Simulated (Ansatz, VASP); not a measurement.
LiF: VASP beside Ansatz

```
CELL_PARAMETERS angstrom
0.00000 1.79436 2.53723
1.79436 0.00000 2.53723
1.79436 1.79436 0.00000
ATOMIC_POSITIONS crystal
Li 0.00000 0.00000 0.00000
F 0.50000 0.50000 0.50000
```

Alike in both runs: task single point; functional LDA; k mesh 12 × 12 × 12; occupations gaussian, width 0.05 eV; no spin polarisation.

```csv
,VASP,Ansatz
version,VASP 6.6.1,Ansatz 0.2.0
potentials or method,"VASP PAW LDA potentials, release 64 (Li_sv, F), cutoff 520 eV","scalar-relativistic, plane waves, PAW"
valence electrons in the cell,10,10
```

```csv
,VASP,Ansatz,Ansatz less VASP
gap on the k mesh at the Fermi level (eV),8.04,8.05,+0.015
least direct gap on the mesh (eV),8.39,8.40,+0.014
```

LDA's correlation is that of Perdew and Zunger in VASP and of Perdew and Wang (1992) in Ansatz.

Noted on VASP's run: the cutoff is short for stress, so the pressure is rough.
